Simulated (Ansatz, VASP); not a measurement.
## Two plane-wave programs on Al3P2

File INCAR:

```
PREC = Accurate
ENCUT = 600
EDIFF = 1E-7
ISMEAR = 0
SIGMA = 0.1
LREAL = F
LASPH = T
NELM = 80
ALGO = Normal
ISIF = 3
LWAVE = F
LCHARG = F
GGA = PE
IBRION = 2
NSW = 90
EDIFFG = -0.04
```

File KPOINTS:

```
Automatic mesh
0
Gamma
  4 4 4
```

File POSCAR:

```
Al3P2
1.0
    3.7724000400      0.0000000000      0.0000000000
    0.0000000000      3.7724000400      0.0000000000
    0.0000000000      0.0000000000      5.5562881900
Al P
3 2
Direct
    0.5000000000      0.0000000000      0.9934612500
    0.0000000000      0.5000000000      0.9934612500
    0.0000000000      0.0000000000      0.2721384500
    0.0000000000      0.0000000000      0.7211286400
    0.5000000000      0.5000000000      0.2898103300
```

Input for Ansatz:

```yaml
crystal:
  lattice:
    - [3.77240004, 0.0, 0.0]
    - [0.0, 3.77240004, 0.0]
    - [0.0, 0.0, 5.55628819]
  atoms:
    - { symbol: Al, position: [0.5, 0.0, 0.99346125] }
    - { symbol: Al, position: [0.0, 0.5, 0.99346125] }
    - { symbol: Al, position: [0.0, 0.0, 0.27213845] }
    - { symbol: P, position: [0.0, 0.0, 0.72112864] }
    - { symbol: P, position: [0.5, 0.5, 0.28981033] }
basis:
  ecutwfc: 420
kpoints:
  mp_grid: { grid: [4, 4, 4] }
hamiltonian:
  xc: pbe
scf:
  occupations: { method: gaussian, width: 0.1 }
  lower_state_search: "off"
output:
  forces: true
  stress: true
  eigenvalues: true
relax:
  adjacent_minimum: "off"
  f_tol: 0.04
  max_steps: 70
  cell: { stress_tol: 0.4 }
```

Change from the starting cell: species swapped into the Cu3Te2 type (P4mm, No. 99).

Alike in both runs: task relaxation of cell and atoms; functional PBE; k mesh 4 × 4 × 4; occupations gaussian, width 0.1 eV; no spin polarisation.

|  | VASP | Ansatz |
| --- | --- | --- |
| version | VASP 6.6.1 | Ansatz 0.2.0 |
| potentials or method | VASP PAW PBE potentials, release 64 (Al, P), cutoff 600 eV | scalar-relativistic, plane waves, PAW |
| valence electrons in the cell | 19 | 19 |

|  | VASP | Ansatz | Ansatz less VASP |
| --- | --- | --- | --- |
| gap on the k mesh at the Fermi level, each at its own relaxed structure (eV) | none | none | - |
| relaxed volume (Å³/atom) | 19.84 | 19.64 | -0.197 |
| relaxed cell length with the largest relative difference (Å) | 6.009 | 5.985 | -0.0237 |

A gap of «none» marks a metal or a gap that the smearing closes.

The k mesh is coarse, so the values compare programs but aren't converged. Noted on VASP's run: the volume moved by over 15 % at a fixed basis, so the end points are rough.
